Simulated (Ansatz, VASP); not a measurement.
## One calculation of Al5As, two programs

```
Al As
1.0
     4.72250    0.00000    0.00000
    -2.36125    4.08981    0.00000
     0.00000    0.00000    6.02748
Al As
5 1
Direct
  0.19398 0.80602 0.50000
  0.19398 0.38796 0.50000
  0.61204 0.80602 0.50000
  0.66667 0.33333 0.50000
  0.00000 0.00000 0.50000
  0.33333 0.66667 0.00000
```

Alike in both runs: task relaxation of cell and atoms; functional PBE; k mesh 4 × 4 × 3; occupations gaussian, width 0.2 eV; no spin polarisation.

|  | VASP | Ansatz |
| --- | --- | --- |
| version | VASP 6.6.1 | Ansatz 0.2.0 |
| potentials or method | VASP PAW PBE potentials, release 64 (Al, As_d), cutoff 600 eV | scalar-relativistic, plane waves, PAW |
| valence electrons in the cell | 30 | 30 |

```csv
,VASP,Ansatz,Ansatz less VASP
"gap on the k mesh at the Fermi level, each at its own relaxed structure (eV)",none,none,-
relaxed volume (Å³/atom),28.84,28.54,-0.294
relaxed cell length with the largest relative difference (Å),6.975,6.939,-0.0366
```

A gap of «none» marks a metal or a gap that the smearing closes.

The k mesh is coarse, so the values compare programs but aren't converged. Noted on VASP's run: the volume moved by over 15 % at a fixed basis, so the end points are rough.
